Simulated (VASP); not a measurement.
**GaN: single point with r2SCAN**

The system is GaN.

```
Ga N
1.0
     0.00000    2.20304    2.20304
     2.20304    0.00000    2.20304
     2.20304    2.20304    0.00000
Ga N
1 1
Direct
  0.00000 0.00000 0.00000
  0.75000 0.75000 0.75000
```

```
Program             : VASP 6.6.1
Task                : single point
Functional          : r2SCAN
Potentials or basis : VASP PAW PBE potentials, release 64 (Ga_d, N_h)
Cutoff              : 1460 eV
k mesh              : 8 × 8 × 8
Occupations         : gaussian, width 0.01 eV
Spin                : no spin polarisation
```

```yaml
Pressure: 15.0 GPa
Band_gap_on_the_k_mesh: 2.57 eV
```

Levels at points of the mesh, in eV from the valence-band top:
```
           k point  band 7  band 8  band 9  band 10  band 11  band 12
(0.00, 0.00, 0.00)    0.00    0.00    0.00     2.57    11.46    11.46
(0.50, 0.00, 0.00)   -7.63   -1.09   -1.09     5.65     9.80    11.37
(0.50, 0.50, 0.00)   -6.51   -3.04   -3.04     3.79     7.66    13.12
```

Run time: 2.1 min on 1 thread of Intel(R) Xeon(R) Platinum 8259CL CPU @ 2.50GHz (Skylake/Cascade Lake) (shared host), peak memory 0.29 GiB.

Caveat: the cell stands under pressure; the PAW data sets were made with another functional, which shifts forces and pressure a little.
